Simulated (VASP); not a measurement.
Pd:

```
Pd
1.0
     0.00000    1.94650    1.94650
     1.94650    0.00000    1.94650
     1.94650    1.94650    0.00000
Pd
1
Direct
  0.00000 0.00000 0.00000
```

| Property | Result |
| --- | --- |
| Program | VASP 6.6.1 |
| Task | relaxation of cell and atoms |
| Functional | PBEsol |
| Potentials or basis | VASP PAW PBE potentials, release 64 (Pd) |
| Cutoff | 500 eV |
| k mesh | 10 × 10 × 10 |
| Occupations | gaussian, width 0.1 eV |
| Spin | no spin polarisation |

At the start: pressure -3.1 GPa; volume 14.75 Å³/atom.

Task: Where does the relaxation end?

Result: Over 3 steps the energy falls by 2.3 meV/atom and the volume is 14.52 Å³/atom (-1.6 %); space group Fm-3m (No. 225, to 0.1 Å) before and after.

The path:
```
step  energy change (eV)  largest force (eV/Å)  pressure (GPa)  volume (Å³)
   1              0.0000                0.0000           -3.10        14.75
   2              0.0040                0.0000            5.66        14.15
   3             -0.0023                0.0000           -0.01        14.52
```

Final structure:
```
Pd
1.0
     0.00000    1.93632    1.93632
     1.93632    0.00000    1.93632
     1.93632    1.93632    0.00000
Pd
1
Direct
  0.00000 0.00000 0.00000
```

Caveat: the PAW data sets were made with another functional, which shifts forces and pressure a little.
